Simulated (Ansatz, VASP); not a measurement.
One calculation of NaPt2BrO2, two programs

```
Na Pt Br O
1.0
     4.70729    0.00000    0.00000
     0.00000    4.70729    0.00000
     0.00000    0.00000    5.59476
Na Pt Br O
1 2 1 2
Direct
  0.00000 0.00000 0.50000
  0.00000 0.50000 0.00000
  0.50000 0.00000 0.00000
  0.00000 0.00000 0.00000
  0.50000 0.50000 0.18965
  0.50000 0.50000 0.81035
```

Change from the starting cell: species swapped into the YCr2Si2C type (P4/mmm, No. 123).

Alike in both runs: functional PBE; k mesh 3 × 3 × 2; occupations gaussian, width 0.15 eV; no spin polarisation.

Ansatz relaxed the structure, and its values are those at the end. VASP's run is a single point on that final structure, the one shown.

```csv
,VASP,Ansatz
version,VASP 6.6.1,Ansatz 0.2.0
potentials or method,"VASP PAW PBE potentials, release 64 (Na_pv, Pt, Br, O), cutoff 600 eV","scalar-relativistic, plane waves, PAW"
valence electrons in the cell,46,64
```

```csv
,VASP,Ansatz,Ansatz less VASP
gap on the k mesh at the Fermi level (eV),none,none,-
pressure (GPa),0.4,0.4,0.00
```

A gap of «none» marks a metal or a gap that the smearing closes. VASP's potentials hold 46 valence electrons a cell and Ansatz's 64, so a difference there can come from the potentials and not from the codes.

The k mesh is coarse, so the values compare programs but aren't converged. Neither program's run includes spin-orbit coupling.
